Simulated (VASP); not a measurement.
# Ti3H in VASP: further runs

Ti3H is run at these levels: PBE; tasks: single point.

Program: VASP 6.6.1. These are calculated values, not measurements. Logs are shortened: lines on timing, memory, paths and dates and some standing lists are left out, and cuts for length are marked.

### Step 1. The cell of the first run

The cell holds a slab with vacuum, 4 atoms: a = 2.908 Å, b = 2.908 Å, c = 19.994 Å, α = 90.00°, β = 90.00°, γ = 120.00°.

### Step 2. Single point, PBE

Contents of INCAR:

```
SYSTEM = Ti3H
ALGO = Normal
DIPOL = 0.5 0.5 0.360
EDIFF = 1E-6
ENCUT = 400
GGA = PE
GGA_COMPAT = .FALSE.
IDIPOL = 3
ISIF = 2
ISMEAR = 1
ISYM = -1
LASPH = .TRUE.
LCHARG = .FALSE.
LDIPOL = .TRUE.
LREAL = .FALSE.
LWAVE = .FALSE.
NBANDS = 26
NELM = 120
NELMDL = -8
PREC = Accurate
SIGMA = 0.1
```

Contents of KPOINTS:

```
explicit points
41
Reciprocal
  0.05555556   0.05555556   0.00000000 2
  0.05555556   0.16666667   0.00000000 2
  0.05555556   0.27777778   0.00000000 2
  0.05555556   0.38888889   0.00000000 2
  0.05555556   0.50000000   0.00000000 2
  0.05555556   0.61111111   0.00000000 2
  0.05555556   0.72222222   0.00000000 2
  0.05555556   0.83333333   0.00000000 2
  0.05555556   0.94444444   0.00000000 2
  0.16666667   0.05555556   0.00000000 2
  0.16666667   0.16666667   0.00000000 2
  0.16666667   0.27777778   0.00000000 2
  0.16666667   0.38888889   0.00000000 2
  0.16666667   0.50000000   0.00000000 2
  0.16666667   0.61111111   0.00000000 2
  0.16666667   0.72222222   0.00000000 2
  0.16666667   0.83333333   0.00000000 2
  0.16666667   0.94444444   0.00000000 2
  0.27777778   0.05555556   0.00000000 2
  0.27777778   0.16666667   0.00000000 2
  0.27777778   0.27777778   0.00000000 2
  0.27777778   0.38888889   0.00000000 2
  0.27777778   0.50000000   0.00000000 2
  0.27777778   0.61111111   0.00000000 2
  0.27777778   0.72222222   0.00000000 2
  0.27777778   0.83333333   0.00000000 2
  0.27777778   0.94444444   0.00000000 2
  0.38888889   0.05555556   0.00000000 2
  0.38888889   0.16666667   0.00000000 2
  0.38888889   0.27777778   0.00000000 2
  0.38888889   0.38888889   0.00000000 2
  0.38888889   0.50000000   0.00000000 2
  0.38888889   0.61111111   0.00000000 2
  0.38888889   0.72222222   0.00000000 2
  0.38888889   0.83333333   0.00000000 2
  0.38888889   0.94444444   0.00000000 2
  0.50000000   0.05555556   0.00000000 2
  0.50000000   0.16666667   0.00000000 2
  0.50000000   0.27777778   0.00000000 2
  0.50000000   0.38888889   0.00000000 2
  0.50000000   0.50000000   0.00000000 1
```

Contents of POSCAR:

```
Ti3H
1.0
    2.9075446931      0.0000000000      0.0000000000
   -1.4537723466      2.5180075669      0.0000000000
    0.0000000000      0.0000000000     19.9935258482
Ti H
3 1
Direct
    0.6666666667      0.3333333334      0.2000647625
    0.3333333333      0.6666666667      0.3124429306
    0.0000000000      0.0000000000      0.4248138079
    0.3333333333      0.1666666666      0.5011052856
```

Potentials or basis: VASP PAW PBE potentials, release 64 (Ti_sv, H).

On the command line:

```console
$ cat potpaw_PBE.64/Ti_sv/POTCAR potpaw_PBE.64/H/POTCAR > POTCAR
$ mpirun -np 1 vasp_std > vasp.out
```

OUTCAR:

```text
SYSTEM = Ti3H
   EDIFF = 1E-6
   ENCUT = 400
   GGA = PE
   ISIF = 2
   ISMEAR = 1
   ISYM = -1
   LASPH = .TRUE.
   LREAL = .FALSE.
   NELM = 120
   NELMDL = -8
   PREC = Accurate

 ion  position               nearest neighbor table
   1  0.667  0.333  0.200-   2 2.80   2 2.80   2 2.80
   2  0.333  0.667  0.312-   3 2.80   3 2.80   3 2.80   1 2.80   1 2.80   1 2.80
   3  0.000  0.000  0.425-   4 1.74   2 2.80   2 2.80   2 2.80
   4  0.333  0.167  0.501-   3 1.74

IMPORTANT INFORMATION: All symmetrisations will be switched off!
NOSYMM: (Re-)initialisation of all symmetry stuff for point group C_1.

----------------------------------------------------------------------------------------

                                     Primitive cell

  volume of cell :     146.3770

  direct lattice vectors                    reciprocal lattice vectors
     2.907544693  0.000000000  0.000000000     0.343932804  0.198569697  0.000000000
    -1.453772347  2.518007567  0.000000000     0.000000000  0.397139394  0.000000000
     0.000000000  0.000000000 19.993525848     0.000000000  0.000000000  0.050016191

  length of vectors
     2.907544693  2.907544693 19.993525848     0.397139394  0.397139394  0.050016191

  position of ions in fractional coordinates (direct lattice)
     0.666666667  0.333333333  0.200064762
     0.333333333  0.666666667  0.312442931
     0.000000000  0.000000000  0.424813808
     0.333333333  0.166666667  0.501105286

  ion indices of the primitive-cell ions
   primitive index   ion index
                 1           1
                 2           2
                 3           3
                 4           4

----------------------------------------------------------------------------------------

 KPOINTS: explicit points

Read explicit list of k-points.

 Found     41 k-points:

 Following reciprocal coordinates:
            Coordinates               Weight
  0.055556  0.055556  0.000000      0.024691
  0.055556  0.166667  0.000000      0.024691
  0.055556  0.277778  0.000000      0.024691
  0.055556  0.388889  0.000000      0.024691
  0.055556  0.500000  0.000000      0.024691
  0.055556  0.611111  0.000000      0.024691
[... 16 lines left out ...]
  0.277778  0.500000  0.000000      0.024691
  0.277778  0.611111  0.000000      0.024691
 [... further k-points ...]
   k-points           NKPTS =     41   k-points in BZ     NKDIM =     41   number of bands    NBANDS=     26
   number of dos      NEDOS =    301   number of ions     NIONS =      4
   total plane-waves  NPLWV =  56000
   dimension x,y,z NGX =    20 NGY =   20 NGZ =  140
   dimension x,y,z NGXF=    40 NGYF=   40 NGZF=  280
   ions per type =               3   1
   NGX,Y,Z   is equivalent  to a cutoff of  11.44, 11.44, 11.64 a.u.
   NGXF,Y,Z  is equivalent  to a cutoff of  22.87, 22.87, 23.28 a.u.
 SYSTEM =  Ti3H
   PREC   = accura    normal or accurate (medium, high low for compatibility)
   ISTART =      0    job   : 0-new  1-cont  2-samecut
   ICHARG =      2    charge: 1-file 2-atom 10-const
   ISPIN  =      1    spin polarized calculation?
   LNONCOLLINEAR =      F non collinear calculations
   LSORBIT =      F    spin-orbit coupling
   LASPH  =      T    aspherical Exc in radial PAW
   ENCUT  =  400.0 eV  29.40 Ry    5.42 a.u.   4.74  4.74 32.60*2*pi/ulx,y,z
   NELM   =    120;   NELMIN=  2; NELMDL= -8     # of ELM steps
   EDIFF  = 0.1E-05   stopping-criterion for ELM
   LREAL  =      F    real-space projection
   EDIFFG = 0.1E-04   stopping-criterion for IOM
   NSW    =      0    number of steps for IOM
   IBRION =     -1    ionic relax: 0-MD 1-quasi-New 2-CG
   NFREE  =      0    steps in history (QN), initial steepest desc. (CG)
   ISIF   =      2    stress and relaxation
   ISYM   =     -1    0-nonsym 1-usesym 2-fastsym
   POTIM  = 0.5000    time-step for ionic-motion
   TEBEG  =    0.0;   TEEND  =   0.0 temperature during run
   PSTRESS=    0.0 pullay stress
   NELECT =      37.0000    total number of electrons
   NUPDOWN=      -1.0000    fix difference up-down
   EMIN   =  10.00;   EMAX   =-10.00  energy-range for DOS
   EFERMI =   0.00;   METHOD = LEGACY
   ISMEAR =     1;   SIGMA  =   0.10  broadening in eV -4-tet -1-fermi 0-gaus
   EFERMI_NEDOS =   21; number of points for ismear=-14 and -15
   IALGO  =     38    algorithm
   IMIX   =      4    mixing-type and parameters
     AMIX     =   0.40;   BMIX     =  1.00
     AMIX_MAG =   1.60;   BMIX_MAG =  1.00
  volume/ion in A,a.u.               =      36.59       246.95
  Fermi-wavevector in a.u.,A,eV,Ry     =   1.035105  1.956065 14.577862  1.071443
  Thomas-Fermi vector in A             =   2.169432
   LORBIT       =      0    0 simple, 1 ext, 2 COOP (PROOUT), +10 PAW based schemes
   GGA     = PE    functional components
   LHFCALC =     F    Hartree Fock is set to
   AEXX    =    0.0000 exact exchange contribution
   IVDW    =     0    specifies the selected vdW correction
   LEPSILON=     F    determine dielectric tensor
   LRPA    =     F    only Hartree local field effects (RPA)
 non-spin polarized calculation
 Methfessel and Paxton  Order N= 1 SIGMA  =   0.10
  energy-cutoff  :      400.00
  volume of cell :      146.38
 maximum number of plane-waves:      2683
 NGX is ok and might be reduce to    20
   NGX =  9   NGY =  9   NGZ = 65

 dipolmoment           0.000000      0.000000     -0.164945 electrons x Angstroem

 number of electron      36.9999997 magnetization

 dipolmoment           0.000000      0.000000      0.042384 electrons x Angstroem

 Free energy of the ion-electron system (eV)
  ---------------------------------------------------
  ext. energy  EPLUGINS =         0.00000000
  ---------------------------------------------------
  free energy    TOTEN  =       -25.16394316 eV

  energy without entropy =      -25.16146684  energy(sigma->0) =      -25.16311772

 E-fermi :  -0.1689     XC(G=0):  -5.1939

 val. band max:       -0.1694253341   @ k =   0.1667   0.5000   0.0000
 cond. band min:      -0.1680144776   @ k =   0.2778   0.7222   0.0000
 fundamental gap:      0.0014108565
 Fermi energy:        -0.1689312488

 k-point     1 :       0.0556    0.0556    0.0000
  band No.  band energies     occupation
      1     -57.0221      2.00000
      2     -56.9631      2.00000
      3     -56.6953      2.00000
      4     -33.4822      2.00000
      5     -33.2961      2.00000
      6     -33.0560      2.00000
[... 18 lines left out ...]
     25       0.9897     -0.00000
     26       1.9798      0.00000

 k-point     2 :       0.0556    0.1667    0.0000
  band No.  band energies     occupation
      1     -56.9994      2.00000
      2     -56.9405      2.00000
      3     -56.6775      2.00000
      4     -33.4389      2.00000
      5     -33.2997      2.00000
      6     -33.1789      2.00000
[... 18 lines left out ...]
     25       1.5611     -0.00000
     26       1.6755     -0.00000

 k-point     3 :       0.0556    0.2778    0.0000
  band No.  band energies     occupation
      1     -56.9698      2.00000
      2     -56.9109      2.00000
      3     -56.6545      2.00000
      4     -33.4177      2.00000
      5     -33.3588      2.00000
      6     -33.2934      2.00000
[... 18 lines left out ...]
     25       1.9873      0.00000
     26       2.2740      0.00000

 k-point     4 :       0.0556    0.3889    0.0000
  band No.  band energies     occupation
      1     -56.9473      2.00000
      2     -56.8882      2.00000
      3     -56.6370      2.00000
      4     -33.5161      2.00000
      5     -33.4249      2.00000
      6     -33.3829      2.00000
[... 18 lines left out ...]
     25       2.6688      0.00000
     26       2.9249      0.00000

 k-point     5 :       0.0556    0.5000    0.0000
  band No.  band energies     occupation
      1     -56.9420      2.00000
      2     -56.8828      2.00000
      3     -56.6329      2.00000
      4     -33.5457      2.00000
      5     -33.4520      2.00000
      6     -33.3964      2.00000
[... 18 lines left out ...]
     25       2.8732      0.00000
     26       3.1221      0.00000

 k-point     6 :       0.0556    0.6111    0.0000
  band No.  band energies     occupation
      1     -56.9568      2.00000
      2     -56.8979      2.00000
      3     -56.6444      2.00000
      4     -33.4727      2.00000
      5     -33.3854      2.00000
      6     -33.3589      2.00000
[... 427 lines left out ...]
 k-point    21 :       0.2778    0.2778    0.0000
  band No.  band energies     occupation
      1     -56.9357      2.00000
      2     -56.8764      2.00000
      3     -56.6278      2.00000
      4     -33.4344      2.00000
      5     -33.3669      2.00000
      6     -33.3290      2.00000
[... 18 lines left out ...]
     25       2.2290      0.00000
     26       2.5982      0.00000

 k-point    22 :       0.2778    0.3889    0.0000
  band No.  band energies     occupation
      1     -56.9323      2.00000
      2     -56.8729      2.00000
      3     -56.6251      2.00000
      4     -33.4541      2.00000
      5     -33.3742      2.00000
      6     -33.3392      2.00000
[... 18 lines left out ...]
     25       2.2666      0.00000
     26       2.6588      0.00000

 k-point    23 :       0.2778    0.5000    0.0000
  band No.  band energies     occupation
      1     -56.9420      2.00000
      2     -56.8828      2.00000
      3     -56.6327      2.00000
      4     -33.4763      2.00000
      5     -33.3788      2.00000
      6     -33.3539      2.00000
[... 18 lines left out ...]
     25       2.1769      0.00000
     26       2.6719      0.00000

 k-point    24 :       0.2778    0.6111    0.0000
  band No.  band energies     occupation
      1     -56.9602      2.00000
      2     -56.9013      2.00000
      3     -56.6470      2.00000
      4     -33.4481      2.00000
      5     -33.3650      2.00000
      6     -33.3369      2.00000
[... 18 lines left out ...]
     25       2.0901      0.00000
     26       2.5871      0.00000

 [... further k-points ...]

------------------------ aborting loop because EDIFF is reached ----------------------------------------

 vacuum level on the upper side and lower side of the slab       (xc-potential included)         0.283        -0.777

  FORCE on cell =-STRESS in cart. coord.  units (eV):
  Direction    XX          YY          ZZ          XY          YZ          ZX
  --------------------------------------------------------------------------------------
  -------------------------------------------------------------------------------------
  Total       -0.2179898     -0.7920518      0.2357650      0.2846607      0.9765234      1.6610896
  in kB       -2.3860193     -8.6694458      2.5805783      3.1157690     10.6885898     18.1815464
  external PRESSURE =      -2.8249623 kB  Pullay stress =       0.0000000 kB

 VOLUME and BASIS-vectors are now :
 -----------------------------------------------------------------------------
  energy-cutoff  :      400.00
  volume of cell :      146.38
      direct lattice vectors                 reciprocal lattice vectors
     2.907544693  0.000000000  0.000000000     0.343932804  0.198569697  0.000000000
    -1.453772347  2.518007567  0.000000000     0.000000000  0.397139394  0.000000000
     0.000000000  0.000000000 19.993525848     0.000000000  0.000000000  0.050016191

 POSITION                                       TOTAL-FORCE (eV/Angst)
 -----------------------------------------------------------------------------------
      1.45377      0.83934      4.00000         0.007267      0.001145      0.073576
     -0.00000      1.67867      6.24684         0.037255      0.017155     -0.411539
      0.00000      0.00000      8.49353        -1.207954     -0.686053      0.347321
      0.72689      0.41967     10.01886         1.163432      0.667753     -0.009358
 -----------------------------------------------------------------------------------
    total drift:                               -0.000058     -0.000025     -0.000199

  FREE ENERGIE OF THE ION-ELECTRON SYSTEM (eV)
  ---------------------------------------------------
  free  energy   TOTEN  =       -25.1639431606 eV

  energy  without entropy=      -25.1614668365  energy(sigma->0) =      -25.16311772

 vacuum level on the upper side and lower side of the slab         5.292         4.176
```

It took 3.5 min on 1 thread of Intel Xeon Platinum 8375C at 2.90GHz (Ice Lake), shared host; peak memory 0.25 GiB.

What came out:

```
Free energy            : -25.1639 eV
Largest force          : 1.432 eV/Å
Band gap on the k mesh : zero (an odd number of electrons rules out a gap without spin polarisation)
```

Forces in eV/Å, atoms in the order of the input:
```
Ti   0.007  0.001  0.074
Ti   0.037  0.017 -0.412
Ti  -1.208 -0.686  0.347
H    1.163  0.668 -0.009
```

### Step 3. Single point, PBE

INCAR is that of step 2.

Contents of KPOINTS:

```
explicit points
61
Reciprocal
  0.04545455   0.04545455   0.00000000 2
  0.04545455   0.13636364   0.00000000 2
  0.04545455   0.22727273   0.00000000 2
  0.04545455   0.31818182   0.00000000 2
  0.04545455   0.40909091   0.00000000 2
  0.04545455   0.50000000   0.00000000 2
  0.04545455   0.59090909   0.00000000 2
  0.04545455   0.68181818   0.00000000 2
  0.04545455   0.77272727   0.00000000 2
  0.04545455   0.86363636   0.00000000 2
  0.04545455   0.95454545   0.00000000 2
  0.13636364   0.04545455   0.00000000 2
  0.13636364   0.13636364   0.00000000 2
  0.13636364   0.22727273   0.00000000 2
  0.13636364   0.31818182   0.00000000 2
  0.13636364   0.40909091   0.00000000 2
  0.13636364   0.50000000   0.00000000 2
  0.13636364   0.59090909   0.00000000 2
  0.13636364   0.68181818   0.00000000 2
  0.13636364   0.77272727   0.00000000 2
  0.13636364   0.86363636   0.00000000 2
  0.13636364   0.95454545   0.00000000 2
  0.22727273   0.04545455   0.00000000 2
  0.22727273   0.13636364   0.00000000 2
  0.22727273   0.22727273   0.00000000 2
  0.22727273   0.31818182   0.00000000 2
  0.22727273   0.40909091   0.00000000 2
  0.22727273   0.50000000   0.00000000 2
  0.22727273   0.59090909   0.00000000 2
  0.22727273   0.68181818   0.00000000 2
  0.22727273   0.77272727   0.00000000 2
  0.22727273   0.86363636   0.00000000 2
  0.22727273   0.95454545   0.00000000 2
  0.31818182   0.04545455   0.00000000 2
  0.31818182   0.13636364   0.00000000 2
  0.31818182   0.22727273   0.00000000 2
  0.31818182   0.31818182   0.00000000 2
  0.31818182   0.40909091   0.00000000 2
  0.31818182   0.50000000   0.00000000 2
  0.31818182   0.59090909   0.00000000 2
  0.31818182   0.68181818   0.00000000 2
  0.31818182   0.77272727   0.00000000 2
  0.31818182   0.86363636   0.00000000 2
  0.31818182   0.95454545   0.00000000 2
  0.40909091   0.04545455   0.00000000 2
  0.40909091   0.13636364   0.00000000 2
  0.40909091   0.22727273   0.00000000 2
  0.40909091   0.31818182   0.00000000 2
  0.40909091   0.40909091   0.00000000 2
  0.40909091   0.50000000   0.00000000 2
  0.40909091   0.59090909   0.00000000 2
  0.40909091   0.68181818   0.00000000 2
  0.40909091   0.77272727   0.00000000 2
  0.40909091   0.86363636   0.00000000 2
  0.40909091   0.95454545   0.00000000 2
  0.50000000   0.04545455   0.00000000 2
  0.50000000   0.13636364   0.00000000 2
  0.50000000   0.22727273   0.00000000 2
  0.50000000   0.31818182   0.00000000 2
  0.50000000   0.40909091   0.00000000 2
  0.50000000   0.50000000   0.00000000 1
```

POSCAR is that of step 2.

Potentials or basis: VASP PAW PBE potentials, release 64 (Ti_sv, H).

On the command line:

```console
$ cat potpaw_PBE.64/Ti_sv/POTCAR potpaw_PBE.64/H/POTCAR > POTCAR
$ mpirun -np 1 vasp_std > vasp.out
```

Run time: 6.1 min. Hardware: 1 thread of Intel Xeon Platinum 8375C at 2.90GHz (Ice Lake), shared host; peak memory 0.29 GiB.

It converged, with:

```
Free energy            : -25.1680 eV
Largest force          : 1.417 eV/Å
Band gap on the k mesh : zero (an odd number of electrons rules out a gap without spin polarisation)
```

Forces on the atoms (eV/Å):
```
Ti   0.004 -0.002  0.091
Ti   0.021  0.019 -0.422
Ti  -1.190 -0.689  0.344
H    1.165  0.671 -0.012
```

Levels at points of the mesh, in eV from the Fermi level:
| k point | band 15 | band 16 | band 17 | band 18 | band 19 | band 20 | band 21 | band 22 |
| --- | --- | --- | --- | --- | --- | --- | --- | --- |
| (0.50, 0.50, 0.00) | -2.01 | -1.59 | -1.37 | -0.67 | 0.43 | 0.79 | 0.98 | 1.43 |
